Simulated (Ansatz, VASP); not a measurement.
# MgO: VASP beside Ansatz

Contents of INCAR:

```
PREC     = Accurate       # precision mode
ENCUT    = 600            # plane-wave cutoff, eV
EDIFF    = 1E-7           # SCF threshold, eV
ISMEAR   = 0              # smearing method
SIGMA    = 0.02           # smearing width, eV
LREAL    = False          # projectors in reciprocal space
LASPH    = True           # aspherical terms in the spheres
NELM     = 120            # most SCF steps
ALGO     = Normal         # electronic algorithm
ISIF     = 3              # what is computed and relaxed
LWAVE    = False          # write WAVECAR
LCHARG   = False          # write CHGCAR
GGA      = PE             # functional
IBRION   = 2              # ionic algorithm
NSW      = 100            # ionic steps
EDIFFG   = -0.002         # ionic threshold
GGA_COMPAT= False        
NELMIN   = 4
```

The input KPOINTS:

```
regular mesh
0
Gamma
  10 10 10
```

File POSCAR:

```
MgO
1.0
    0.0000000000      2.1050000000      2.1050000000
    2.1050000000      0.0000000000      2.1050000000
    2.1050000000      2.1050000000      0.0000000000
Mg O
1 1
Direct
    0.0000000000      0.0000000000      0.0000000000
    0.5000000000      0.5000000000      0.5000000000
```

Input for Ansatz:

```yaml
crystal:
  lattice:
    - [0.0, 2.105, 2.105]
    - [2.105, 0.0, 2.105]
    - [2.105, 2.105, 0.0]
  atoms:
    - { symbol: Mg, position: [0.0, 0.0, 0.0] }
    - { symbol: O, position: [0.5, 0.5, 0.5] }
basis:
  ecutwfc: 600.0
kpoints:
  mp_grid: { grid: [10, 10, 10] }
hamiltonian:
  xc: pbe
  pseudopotentials: { kind: paw }
scf:
  occupations: { method: gaussian, width: 0.02 }
output:
  forces: true
  stress: true
  eigenvalues: true
  write_density: true
  write_potential: true
  elf: true
  volumetric_format: npy
relax:
  adjacent_minimum: "off"
  f_tol: 0.002
  max_steps: 80
  cell: { stress_tol: 0.02 }
```

Alike in both runs: task relaxation of cell and atoms; functional PBE; k mesh 10 × 10 × 10; occupations gaussian, width 0.02 eV; no spin polarisation.

|  | VASP | Ansatz |
| --- | --- | --- |
| version | VASP 6.6.1 | Ansatz 0.2.0 |
| potentials or method | VASP PAW PBE potentials, release 64 (Mg, O), cutoff 600 eV | scalar-relativistic, plane waves, PAW |
| valence electrons in the cell | 8 | 16 |

Ansatz gave:

* gap on the k mesh at the Fermi level, each at its own relaxed structure (eV): 4.46
* relaxed volume (Å³/atom): 9.62
* relaxed cell length with the largest relative difference (Å): 3.008

Problem. Estimate VASP's values.

Solution. gap on the k mesh at the Fermi level, each at its own relaxed structure (eV): 4.50; relaxed volume (Å³/atom): 9.56; relaxed cell length with the largest relative difference (Å): 3.002.

VASP's potentials hold 8 valence electrons a cell and Ansatz's 16, so a difference there can come from the potentials and not from the codes.
